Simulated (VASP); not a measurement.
# ZnO (P6_3/mmc) in VASP: further runs

The runs below take ZnO through single point, with LDA.

All numbers are computed with VASP 6.6.1; they aren't measurements. Logs are shortened: lines on timing, memory, paths and dates and some standing lists are left out, and cuts for length are marked.

## (1) The cell of the first run

Symmetry: P6_3/mmc, No. 194, hexagonal system. The conventional cell has a = 3.288 Å, b = 3.288 Å, c = 7.130 Å, α = 90.00°, β = 90.00°, γ = 120.00°. Within 2.5 Å of Zn (site symmetry -6m2) lie 3 O at 1.90 Å. O (site symmetry -6m2) has 3 Zn at 1.90 Å within 2.5 Å.

## (2) Single point, LDA

Input file INCAR:

```
PREC = Accurate
ENCUT = 600
EDIFF = 1E-6
ISMEAR = 0
SIGMA = 0.01
LREAL = False
LASPH = True
NELM = 120
ALGO = Normal
ISIF = 2
LWAVE = False
LCHARG = False
GGA = CA
NBANDS = 26
GGA_COMPAT = False
```

Input file KPOINTS:

```
regular mesh
0
Gamma
  12 12 4
```

Input file POSCAR:

```
ZnO
1.0
    3.2879671600      0.0000000000      0.0000000000
   -1.6439835800      2.8474630874      0.0000000000
    0.0000000000      0.0000000000      7.1304413500
Zn O
2 2
Direct
    0.0000000000      0.0000000000      0.7500000000
    0.0000000000      0.0000000000      0.2500000000
    0.3333333333      0.6666666667      0.2500000000
    0.6666666667      0.3333333333      0.7500000000
```

Potentials or basis: VASP PAW LDA potentials, release 64 (Zn, O).

On the command line:

```
cat potpaw_LDA.64/Zn/POTCAR potpaw_LDA.64/O/POTCAR > POTCAR
mpirun -np 1 vasp_std > vasp.out
```

OUTCAR:

```text
PREC = Accurate
   ENCUT = 600
   EDIFF = 1E-6
   ISMEAR = 0
   LREAL = False
   LASPH = True
   NELM = 120
   ISIF = 2
   GGA = CA

 ion  position               nearest neighbor table
   1  0.000  0.000  0.750-   4 1.90   4 1.90   4 1.90
   2  0.000  0.000  0.250-   3 1.90   3 1.90   3 1.90
   3  0.333  0.667  0.250-   2 1.90   2 1.90   2 1.90
   4  0.667  0.333  0.750-   1 1.90   1 1.90   1 1.90

  LATTYP: Found a hexagonal cell.
 ALAT       =     3.2879671600
 C/A-ratio  =     2.1686473748

  Lattice vectors:

 A1 = (   3.2879671600,   0.0000000000,   0.0000000000)
 A2 = (  -1.6439835800,   2.8474630874,   0.0000000000)
 A3 = (   0.0000000000,   0.0000000000,   7.1304413500)

Analysis of symmetry for initial positions (statically):
=====================================================================
 Subroutine PRICEL returns:
 Original cell was already a primitive cell.

 Routine SETGRP: Setting up the symmetry group for a
 hexagonal supercell.

 Subroutine GETGRP returns: Found 24 space group operations
 (whereof 12 operations were pure point group operations)
 out of a pool of 24 trial point group operations.

The static configuration has the point symmetry D_3d.
 The point group associated with its full space group is D_6h.

Analysis of symmetry for dynamics (positions and initial velocities):
=====================================================================
 Subroutine PRICEL returns:
 Original cell was already a primitive cell.

 Routine SETGRP: Setting up the symmetry group for a
 hexagonal supercell.

 Subroutine GETGRP returns: Found 24 space group operations
 (whereof 12 operations were pure point group operations)
 out of a pool of 24 trial point group operations.

The dynamic configuration has the point symmetry D_3d.
 The point group associated with its full space group is D_6h.

 Subroutine INISYM returns: Found 24 space group operations
 (whereof 12 operations are pure point group operations),
 and found     1 'primitive' translations

----------------------------------------------------------------------------------------

                                     Primitive cell

  volume of cell :      66.7578

  direct lattice vectors                    reciprocal lattice vectors
     3.287967160  0.000000000  0.000000000     0.304139291  0.175594901  0.000000000
    -1.643983580  2.847463087  0.000000000     0.000000000  0.351189803  0.000000000
     0.000000000  0.000000000  7.130441350     0.000000000  0.000000000  0.140243773

  length of vectors
     3.287967160  3.287967160  7.130441350     0.351189803  0.351189803  0.140243773

  position of ions in fractional coordinates (direct lattice)
     0.000000000  0.000000000  0.750000000
     0.000000000  0.000000000  0.250000000
     0.333333333  0.666666667  0.250000000
     0.666666667  0.333333333  0.750000000

  ion indices of the primitive-cell ions
   primitive index   ion index
                 1           1
                 2           2
                 3           3
                 4           4

----------------------------------------------------------------------------------------

 KPOINTS: regular mesh

Automatic generation of k-mesh.
 Grid dimensions read from file:
 generate k-points for:   12   12    4

 Generating k-lattice:

  Cartesian coordinates                     Fractional coordinates (reciprocal lattice)
     0.025344941  0.014632908  0.000000000     0.083333333  0.000000000  0.000000000
     0.000000000  0.029265817  0.000000000     0.000000000  0.083333333  0.000000000
     0.000000000  0.000000000  0.035060943     0.000000000  0.000000000  0.250000000

  Length of vectors
     0.029265817  0.029265817  0.035060943

  Shift w.r.t. Gamma in fractional coordinates (k-lattice)
     0.000000000  0.000000000  0.000000000

 Subroutine IBZKPT returns following result:
 ===========================================

 Found     57 irreducible k-points:

 Following reciprocal coordinates:
            Coordinates               Weight
  0.000000  0.000000  0.000000      1.000000
  0.083333  0.000000  0.000000      6.000000
  0.166667  0.000000  0.000000      6.000000
  0.250000  0.000000  0.000000      6.000000
  0.333333  0.000000  0.000000      6.000000
  0.416667  0.000000  0.000000      6.000000
[... 16 lines left out ...]
  0.250000  0.000000  0.250000     12.000000
  0.333333  0.000000  0.250000     12.000000
 [... further k-points ...]
   k-points           NKPTS =     57   k-points in BZ     NKDIM =     57   number of bands    NBANDS=     26
   number of dos      NEDOS =    301   number of ions     NIONS =      4
   total plane-waves  NPLWV =  47040
   dimension x,y,z NGX =    28 NGY =   28 NGZ =   60
   dimension x,y,z NGXF=    56 NGYF=   56 NGZF=  120
   ions per type =               2   2
   NGX,Y,Z   is equivalent  to a cutoff of  14.16, 14.16, 13.99 a.u.
   NGXF,Y,Z  is equivalent  to a cutoff of  28.31, 28.31, 27.98 a.u.
 SYSTEM =  unknown system
   PREC   = accura    normal or accurate (medium, high low for compatibility)
   ISTART =      0    job   : 0-new  1-cont  2-samecut
   ICHARG =      2    charge: 1-file 2-atom 10-const
   ISPIN  =      1    spin polarized calculation?
   LNONCOLLINEAR =      F non collinear calculations
   LSORBIT =      F    spin-orbit coupling
   LASPH  =      T    aspherical Exc in radial PAW
   ENCUT  =  600.0 eV  44.10 Ry    6.64 a.u.   6.57  6.57 14.24*2*pi/ulx,y,z
   NELM   =    120;   NELMIN=  2; NELMDL= -5     # of ELM steps
   EDIFF  = 0.1E-05   stopping-criterion for ELM
   LREAL  =      F    real-space projection
   EDIFFG = 0.1E-04   stopping-criterion for IOM
   NSW    =      0    number of steps for IOM
   IBRION =     -1    ionic relax: 0-MD 1-quasi-New 2-CG
   NFREE  =      0    steps in history (QN), initial steepest desc. (CG)
   ISIF   =      2    stress and relaxation
   ISYM   =      2    0-nonsym 1-usesym 2-fastsym
   POTIM  = 0.5000    time-step for ionic-motion
   TEBEG  =    0.0;   TEEND  =   0.0 temperature during run
   PSTRESS=    0.0 pullay stress
   NELECT =      36.0000    total number of electrons
   NUPDOWN=      -1.0000    fix difference up-down
   EMIN   =  10.00;   EMAX   =-10.00  energy-range for DOS
   EFERMI =   0.00;   METHOD = LEGACY
   ISMEAR =     0;   SIGMA  =   0.01  broadening in eV -4-tet -1-fermi 0-gaus
   EFERMI_NEDOS =   21; number of points for ismear=-14 and -15
   IALGO  =     38    algorithm
   IMIX   =      4    mixing-type and parameters
     AMIX     =   0.40;   BMIX     =  1.00
     AMIX_MAG =   1.60;   BMIX_MAG =  1.00
  volume/ion in A,a.u.               =      16.69       112.63
  Fermi-wavevector in a.u.,A,eV,Ry     =   1.332524  2.518105 24.158775  1.775620
  Thomas-Fermi vector in A             =   2.461452
   LORBIT       =      0    0 simple, 1 ext, 2 COOP (PROOUT), +10 PAW based schemes
   GGA     = CA    functional components
   LHFCALC =     F    Hartree Fock is set to
   AEXX    =    0.0000 exact exchange contribution
   IVDW    =     0    specifies the selected vdW correction
   LEPSILON=     F    determine dielectric tensor
   LRPA    =     F    only Hartree local field effects (RPA)
 non-spin polarized calculation
 Gauss-broadening in eV      SIGMA  =   0.01
  energy-cutoff  :      600.00
  volume of cell :       66.76
 maximum number of plane-waves:      2285
 NGX is ok and might be reduce to    28
   NGX = 13   NGY = 13   NGZ = 29

 number of electron      35.9999984 magnetization

 Free energy of the ion-electron system (eV)
  ---------------------------------------------------
  ext. energy  EPLUGINS =         0.00000000
  ---------------------------------------------------
  free energy    TOTEN  =       -19.76571859 eV

  energy without entropy =      -19.76571859  energy(sigma->0) =      -19.76571859

 E-fermi :  -1.0780     XC(G=0):  -9.5152

 val. band max:       -1.1549710566   @ k =   0.0000   0.0000   0.0000
 cond. band min:      -0.3954950367   @ k =   0.0000   0.0000   0.0000
 fundamental gap:      0.7594760199
 Fermi energy:        -1.0779792246

 k-point     1 :       0.0000    0.0000    0.0000
  band No.  band energies     occupation
      1     -18.2929      2.00000
      2     -18.2060      2.00000
      3      -7.3256      2.00000
      4      -7.3256      2.00000
      5      -7.3110      2.00000
      6      -7.3110      2.00000
[... 18 lines left out ...]
     25      11.5032      0.00000
     26      12.2906      0.00000

 k-point     2 :       0.0833    0.0000    0.0000
  band No.  band energies     occupation
      1     -18.2590      2.00000
      2     -18.1748      2.00000
      3      -7.3392      2.00000
      4      -7.3261      2.00000
      5      -7.2797      2.00000
      6      -7.2649      2.00000
[... 18 lines left out ...]
     25      11.6336      0.00000
     26      11.7098      0.00000

 k-point     3 :       0.1667    0.0000    0.0000
  band No.  band energies     occupation
      1     -18.1650      2.00000
      2     -18.0889      2.00000
      3      -7.3621      2.00000
      4      -7.3533      2.00000
      5      -7.1469      2.00000
      6      -7.1321      2.00000
[... 18 lines left out ...]
     25      10.7117      0.00000
     26      11.9716      0.00000

 k-point     4 :       0.2500    0.0000    0.0000
  band No.  band energies     occupation
      1     -18.0331      2.00000
      2     -17.9699      2.00000
      3      -7.3541      2.00000
      4      -7.3502      2.00000
      5      -6.9451      2.00000
      6      -6.9307      2.00000
[... 18 lines left out ...]
     25      11.0642      0.00000
     26      11.7485      0.00000

 k-point     5 :       0.3333    0.0000    0.0000
  band No.  band energies     occupation
      1     -17.8963      2.00000
      2     -17.8495      2.00000
      3      -7.2826      2.00000
      4      -7.2816      2.00000
      5      -6.7103      2.00000
      6      -6.6977      2.00000
[... 18 lines left out ...]
     25      10.7854      0.00000
     26      11.8418      0.00000

 k-point     6 :       0.4167    0.0000    0.0000
  band No.  band energies     occupation
      1     -17.7913      2.00000
      2     -17.7619      2.00000
      3      -7.1664      2.00000
      4      -7.1590      2.00000
      5      -6.5260      2.00000
      6      -6.5074      2.00000
[... 427 lines left out ...]
 k-point    21 :       0.0833    0.0000    0.2500
  band No.  band energies     occupation
      1     -18.2468      2.00000
      2     -18.1873      2.00000
      3      -7.3373      2.00000
      4      -7.3281      2.00000
      5      -7.2775      2.00000
      6      -7.2671      2.00000
[... 18 lines left out ...]
     25      11.7301      0.00000
     26      12.0475      0.00000

 k-point    22 :       0.1667    0.0000    0.2500
  band No.  band energies     occupation
      1     -18.1540      2.00000
      2     -18.1002      2.00000
      3      -7.3611      2.00000
      4      -7.3548      2.00000
      5      -7.1448      2.00000
      6      -7.1343      2.00000
[... 18 lines left out ...]
     25      12.0783      0.00000
     26      12.1197      0.00000

 k-point    23 :       0.2500    0.0000    0.2500
  band No.  band energies     occupation
      1     -18.0239      2.00000
      2     -17.9792      2.00000
      3      -7.3541      2.00000
      4      -7.3513      2.00000
      5      -6.9430      2.00000
      6      -6.9329      2.00000
[... 18 lines left out ...]
     25      11.8621      0.00000
     26      12.4041      0.00000

 k-point    24 :       0.3333    0.0000    0.2500
  band No.  band energies     occupation
      1     -17.8895      2.00000
      2     -17.8563      2.00000
      3      -7.2834      2.00000
      4      -7.2828      2.00000
      5      -6.7086      2.00000
      6      -6.6996      2.00000
[... 18 lines left out ...]
     25      10.8478      0.00000
     26      12.2559      0.00000

 [... further k-points ...]
[... 5 lines left out ...]
  --------------------------------------------------------------------------------------
  -------------------------------------------------------------------------------------
  Total       -4.3262016     -4.3262016     -0.8139910      0.0000000      0.0000000      0.0000000
  in kB     -103.8282064   -103.8282064    -19.5356655      0.0000000      0.0000000      0.0000000
  external PRESSURE =     -75.7306928 kB  Pullay stress =       0.0000000 kB

 VOLUME and BASIS-vectors are now :
 -----------------------------------------------------------------------------
  energy-cutoff  :      600.00
  volume of cell :       66.76
      direct lattice vectors                 reciprocal lattice vectors
     3.287967160  0.000000000  0.000000000     0.304139291  0.175594901  0.000000000
    -1.643983580  2.847463087  0.000000000     0.000000000  0.351189803  0.000000000
     0.000000000  0.000000000  7.130441350     0.000000000  0.000000000  0.140243773

 POSITION                                       TOTAL-FORCE (eV/Angst)
 -----------------------------------------------------------------------------------
      0.00000      0.00000      5.34783        -0.000000     -0.000000     -0.000000
      0.00000      0.00000      1.78261        -0.000000      0.000000     -0.000000
     -0.00000      1.89831      1.78261         0.000000      0.000000      0.000000
      1.64398      0.94915      5.34783        -0.000000     -0.000000     -0.000000
 -----------------------------------------------------------------------------------
    total drift:                                0.000000     -0.000000      0.000000

  FREE ENERGIE OF THE ION-ELECTRON SYSTEM (eV)
  ---------------------------------------------------
  free  energy   TOTEN  =       -19.7657185897 eV

  energy  without entropy=      -19.7657185897  energy(sigma->0) =      -19.76571859
```

Run time: 74 s. Hardware: 1 thread of AMD EPYC 9R45 (Zen 5), shared host; peak memory 0.2 GiB.

Results:

```yaml
Free_energy: -19.7657 eV
Pressure: -7.6 GPa
Band_gap_on_the_k_mesh: 0.76 eV
```

Levels at points of the mesh, in eV from the valence-band top:
| k point | band 16 | band 17 | band 18 | band 19 | band 20 | band 21 |
| --- | --- | --- | --- | --- | --- | --- |
| (0.00, 0.00, 0.00) | -0.01 | 0.00 | 0.00 | 0.76 | 3.31 | 5.07 |
| (0.50, 0.00, 0.00) | -1.80 | -0.87 | -0.86 | 4.77 | 5.42 | 6.09 |
| (0.00, 0.00, 0.50) | 0.00 | 0.00 | 0.00 | 1.89 | 1.89 | 7.14 |
| (0.50, 0.00, 0.50) | -1.84 | -0.83 | -0.83 | 4.91 | 4.91 | 7.51 |

Caveat: the cell stands under tension. A k mesh can miss the band edges.

## (3) Single point, LDA

Input file INCAR:

```
SYSTEM = ZnO
ALGO = Normal
EDIFF = 1E-6
ENCUT = 600
GGA_COMPAT = .FALSE.
ISIF = 2
ISMEAR = 0
LASPH = .TRUE.
LCHARG = .FALSE.
LREAL = .FALSE.
LWAVE = .FALSE.
NBANDS = 26
NELM = 120
PREC = Accurate
SIGMA = 0.01
```

Input file KPOINTS:

```
k-points
0
G
  12 12 4
  0 0 0
```

POSCAR is that of step 2.

Potentials or basis: VASP PAW LDA potentials, release 64 (Zn, O).

On the command line:

```
cat potpaw_LDA.64/Zn/POTCAR potpaw_LDA.64/O/POTCAR > POTCAR
mpirun -np 1 vasp_std > vasp.out
```

Wall time 75 s (1 thread of AMD EPYC 9R45 (Zen 5), shared host); peak memory 0.2 GiB.

The run converged. Its results:

* Free energy: -19.7657 eV
* Pressure: -7.6 GPa
* Band gap on the k mesh: 0.76 eV

Stress tensor (GPa, compression positive):
```
-10.38   0.00   0.00
  0.00 -10.38   0.00
  0.00   0.00  -1.95
```

Levels at points of the mesh, in eV from the valence-band top:
```csv
k point,band 14,band 15,band 16,band 17,band 18,band 19,band 20,band 21,band 22,band 23
"(0.00, 0.00, 0.00)",-1.69,-0.01,-0.01,0.00,0.00,0.76,3.31,5.07,10.81,10.91
"(0.50, 0.00, 0.00)",-3.54,-1.89,-1.80,-0.87,-0.86,4.77,5.42,6.09,8.64,8.73
"(0.00, 0.00, 0.50)",-2.53,0.00,0.00,0.00,0.00,1.89,1.89,7.14,7.14,13.00
"(0.50, 0.00, 0.50)",-3.81,-1.84,-1.84,-0.83,-0.83,4.91,4.91,7.51,7.51,8.73
```

Caveat: the cell stands under tension.

## (4) Single point, LDA

Input file INCAR:

```
  PREC = Accurate
  ENCUT = 600
  EDIFF = 1E-6
  ISMEAR = 0
  SIGMA = 0.01
  LREAL = False
  LASPH = True
  NELM = 120
  ALGO = Normal
  ISIF = 2
  LWAVE = False
  LCHARG = False
  NBANDS = 26
  GGA_COMPAT = False
```

Input file KPOINTS:

```
Automatic mesh
0
Gamma
  12 12 4
```

POSCAR is that of step 3.

On the command line:

```
cat potpaw_LDA.64/Zn/POTCAR potpaw_LDA.64/O/POTCAR > POTCAR
mpirun -np 1 vasp_std > vasp.out
```

It took 74 s on 1 thread of AMD EPYC 9R45 (Zen 5), shared host; peak memory 0.21 GiB.

It converged, with:

```yaml
Free_energy: -19.7657 eV
Pressure: -7.6 GPa
Band_gap_on_the_k_mesh: 0.76 eV
```

Stress tensor (GPa, compression positive):
```
-10.38   0.00   0.00
  0.00 -10.38   0.00
  0.00   0.00  -1.95
```

Levels at points of the mesh, in eV from the valence-band top:
```tsv
k point	band 14	band 15	band 16	band 17	band 18	band 19	band 20	band 21	band 22	band 23
(0.00, 0.00, 0.00)	-1.69	-0.01	-0.01	0.00	0.00	0.76	3.31	5.07	10.81	10.91
(0.50, 0.00, 0.00)	-3.54	-1.89	-1.80	-0.87	-0.86	4.77	5.42	6.09	8.64	8.73
(0.00, 0.00, 0.50)	-2.53	0.00	0.00	0.00	0.00	1.89	1.89	7.14	7.14	13.00
(0.50, 0.00, 0.50)	-3.81	-1.84	-1.84	-0.83	-0.83	4.91	4.91	7.51	7.51	8.73
```

Caveat: the cell stands under tension. A k mesh can miss the band edges.
